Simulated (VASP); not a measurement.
Os:

```
Os
1.0
     2.73410    0.00000    0.00000
    -1.36705    2.36780    0.00000
     0.00000    0.00000    4.31970
Os
2
Direct
  0.66667 0.33333 0.75000
  0.33333 0.66667 0.25000
```

Base run:

| Item | Value |
| --- | --- |
| Program | VASP 6.6.1 |
| Functional | revPBE |
| Dispersion | D3(BJ) |
| Potentials or basis | VASP PAW PBE potentials, release 64 (Os) |
| Cutoff | 520 eV |
| k mesh | 11 × 11 × 6 |
| Occupations | fermi-dirac, width 0.05 eV |
| Spin | no spin polarisation |

Its results: band gap on the k mesh zero (bands 8 and 9 overlap by 3.89 eV); pressure -2.6 GPa.

Task: The run is repeated on the same cell with these changes: functional from revPBE to BLYP; dispersion from D3(BJ) to D4. What comes out?

Result: Band gap on the k mesh zero (bands 8 and 9 overlap by 3.90 eV); pressure 14.6 GPa.

Several settings changed at once.

Caveats: the PAW data sets were made with another functional, which shifts forces and pressure a little; spin-orbit coupling is left out, which moves the levels of the heavy elements; the cell stands under pressure (at least some runs).
